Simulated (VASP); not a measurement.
Write the native input for VASP 6.6.1 that does the following.

| Item | Value |
| --- | --- |
| Task | single point |
| Functional | PBE |
| Potentials or basis | VASP PAW PBE potentials, release 64 (Zr_sv, Sc_sv, F) |
| Cutoff | 520 eV |
| k mesh | 4 × 4 × 4 |
| Occupations | gaussian, width 0.1 eV |
| Spin | no spin polarisation |
| Dipole correction | no |
| Further INCAR settings | ALGO = Normal; EDIFF = 1e-06; NBANDS = 38 |

The structure of ZrSc3F2 lies in POSCAR:

```
ZrSc3F2
1.0
    3.6676588429      0.0000000000      0.0000000000
    0.0000000000      3.6676588429      0.0000000000
    0.0000000000      0.0000000000      8.1180102451
Zr Sc F
1 3 2
Direct
    0.0000000000      0.0000000000      0.0127942726
    0.5000000000      0.5000000000      0.1723208987
    0.0000000000      0.0000000000      0.4204795894
    0.5000000000      0.5000000000      0.7664324240
    0.5000000000      0.0000000000      0.5891343127
    0.0000000000      0.5000000000      0.5891343127
```

The cell was built from a structure type or drawn by symmetry, and may not be a known phase.

One way to write it, as run:

INCAR

```
SYSTEM = ZrSc3F2
  ALGO = Normal
  EDIFF = 1E-6
  ENCUT = 520
  GGA = PE
  ISIF = 2
  ISMEAR = 0
  LASPH = .True.
  LCHARG = .False.
  LREAL = .False.
  LWAVE = .False.
  NBANDS = 38
  NELM = 80
  PREC = Accurate
  SIGMA = 0.1
```

KPOINTS

```
k-points
0
Gamma
  4 4 4
  0 0 0
```

Potentials or basis: VASP PAW PBE potentials, release 64 (Zr_sv, Sc_sv, F).

Launch:

```sh
$ cat potpaw_PBE.64/Zr_sv/POTCAR potpaw_PBE.64/Sc_sv/POTCAR potpaw_PBE.64/F/POTCAR > POTCAR
$ mpirun -np 1 vasp_std > vasp.out
```

It gave:

| Property | Result |
| --- | --- |
| Pressure | 0.2 GPa |
| Largest force | 0.041 eV/Å |
| Band gap on the k mesh | zero (an odd number of electrons rules out a gap without spin polarisation) |

Caveat: the k points lie up to 0.43 Å⁻¹ apart, too coarse for converged energies and pressures of a metal; an odd number of electrons without spin polarisation forces a metal; a magnetic or distorted state may lie lower.

Run time: 2.4 min on 1 thread of Oxide Virtual Turin-like Processor, on a shared host, peak memory 0.21 GiB.
